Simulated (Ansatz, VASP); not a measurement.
**One calculation of Al, two programs**

File INCAR:

```
ALGO = Normal
EDIFF = 1E-6
ENCUT = 520
GGA = PS
ISIF = 2
ISMEAR = 0
LASPH = True
LCHARG = False
LREAL = False
LWAVE = False
NBANDS = 8
NELM = 100
PREC = Accurate
SIGMA = 0.1
```

Contents of KPOINTS:

```
k-points
0
Gamma
  16 16 16
```

File POSCAR:

```
Al
1.0
   -1.5524406905      1.5659024006      1.5431161490
    1.5524406905     -1.5889114229      1.5661251713
    1.5524406905      1.5889114229     -1.5661251713
Al
1
Direct
    0.0000000000      0.0000000000      0.0000000000
```

Input for Ansatz:

```yaml
crystal:
  lattice:
    - [-1.5524406905, 1.5659024006, 1.543116149]
    - [1.5524406905, -1.5889114229, 1.5661251713]
    - [1.5524406905, 1.5889114229, -1.5661251713]
  atoms:
    - { symbol: Al, position: [0.0, 0.0, 0.0] }
basis:
  ecutwfc: 420
kpoints:
  mp_grid: { grid: [16, 16, 16] }
hamiltonian:
  xc: pbesol
scf:
  occupations: { method: gaussian, width: 0.1 }
output:
  forces: true
  stress: true
  eigenvalues: true
```

Alike in both runs: task single point; functional PBEsol; k mesh 16 × 16 × 16; occupations gaussian, width 0.1 eV; no spin polarisation.

|  | VASP | Ansatz |
| --- | --- | --- |
| version | VASP 6.6.1 | Ansatz 0.2.0 |
| potentials or method | VASP PAW PBE potentials, release 64 (Al), cutoff 520 eV | scalar-relativistic, plane waves, PAW |
| valence electrons in the cell | 3 | 3 |

```csv
,VASP,Ansatz,Ansatz less VASP
gap on the k mesh at the Fermi level (eV),none,none,-
pressure (GPa),7.4,7.3,-0.09
"traceless stress, the component that is largest in VASP (GPa)",1.10,1.09,-0.004
```

VASP's potentials were made for PBE, not for PBEsol. A gap of «none» marks a metal or a gap that the smearing closes.
